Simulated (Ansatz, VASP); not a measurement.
Two plane-wave programs on CdS

```xyz
2
Lattice="0.0000 2.7532 2.7532 2.7532 0.0000 2.7532 2.7532 2.7532 0.0000" Properties=species:S:1:pos:R:3 pbc="T T T"
Cd    0.0000    0.0000    0.0000
S     2.7532    2.7532    2.7532
```

Alike in both runs: task relaxation of cell and atoms; functional PBEsol; k mesh 6 × 6 × 6; occupations fermi-dirac, width 0.01 eV; no spin polarisation.

|  | VASP | Ansatz |
| --- | --- | --- |
| version | VASP 6.6.1 | Ansatz 0.2.0 |
| potentials or method | VASP PAW PBE potentials, release 64 (Cd, S) | plane waves, PAW |
| plane-wave cutoff (eV) | 600 | 420 |
| valence electrons in the cell | 18 | 26 |

|  | VASP | Ansatz | Ansatz less VASP |
| --- | --- | --- | --- |
| relaxed volume (Å³/atom) | 19.78 | 19.67 | -0.114 |
| relaxed cell length with the largest relative difference (Å) | 3.825 | 3.817 | -0.0074 |

VASP's potentials were made for PBE, not for PBEsol. VASP's potentials hold 18 valence electrons a cell and Ansatz's 26, so a difference there can come from the potentials and not from the codes. Ansatz's warnings: stress scf threshold loose.
